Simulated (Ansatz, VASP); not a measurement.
**One calculation of Ru, two programs**

File INCAR:

```
SYSTEM = Ru
ALGO     = Normal         ! electronic algorithm
EDIFF    = 1E-6           ! SCF threshold, eV
ENCUT    = 520            ! plane-wave cutoff, eV
GGA      = PE             ! functional
ISIF     = 2              ! what is computed and relaxed
ISMEAR   = -1             ! smearing method
LASPH    = .TRUE.         ! aspherical terms in the spheres
LCHARG   = .FALSE.        ! write CHGCAR
LREAL    = .FALSE.        ! projectors in reciprocal space
LWAVE    = .FALSE.        ! write WAVECAR
NBANDS   = 21             ! bands
NELM     = 80             ! most SCF steps
PREC     = Accurate       ! precision mode
SIGMA    = 0.03           ! smearing width, eV
```

The input KPOINTS:

```
k-points
0
G
  14 14 8
  0 0 0
```

File POSCAR:

```
Ru
1.0
    2.7237190573      0.0000000000      0.0000000000
   -1.3618595287      2.3588098964      0.0000000000
    0.0000000000      0.0000000000      4.3102577801
Ru
2
Direct
    0.3333333333      0.6666666667      0.2500000000
    0.6666666667      0.3333333333      0.7500000000
```

Input for Ansatz:

```yaml
crystal:
  lattice:
    - [2.7237190573, 0.0, 0.0]
    - [-1.3618595287, 2.3588098964, 0.0]
    - [0.0, 0.0, 4.3102577801]
  atoms:
    - { symbol: Ru, position: [0.3333333333, 0.6666666667, 0.25] }
    - { symbol: Ru, position: [0.6666666667, 0.3333333333, 0.75] }
kpoints:
  mp_grid: { grid: [14, 14, 8] }
scf:
  occupations: { method: fermi_dirac, width: 0.03 }
hamiltonian:
  xc: pbe
  pseudopotentials: { kind: all_electron, lapw: { basis_error: 0.001 } }
output:
  forces: true
  stress: true
  eigenvalues: true
```

Change from the starting cell: volume scaled by 1.02.

Alike in both runs: task single point; functional PBE; k mesh 14 × 14 × 8; occupations fermi-dirac, width 0.03 eV; no spin polarisation.

```csv
,VASP,Ansatz
version,VASP 6.6.1,Ansatz 0.2.0
potentials or method,"VASP PAW PBE potentials, release 64 (Ru_pv), cutoff 520 eV","all-electron LAPW, scalar-relativistic"
```

|  | VASP | Ansatz | Ansatz less VASP |
| --- | --- | --- | --- |
| pressure (GPa) | -1.9 | -1.8 | +0.04 |
| traceless stress, the component that is largest in VASP (GPa) | -1.28 | -1.31 | -0.031 |

Ansatz ran all-electron here, and VASP with PAW potentials.
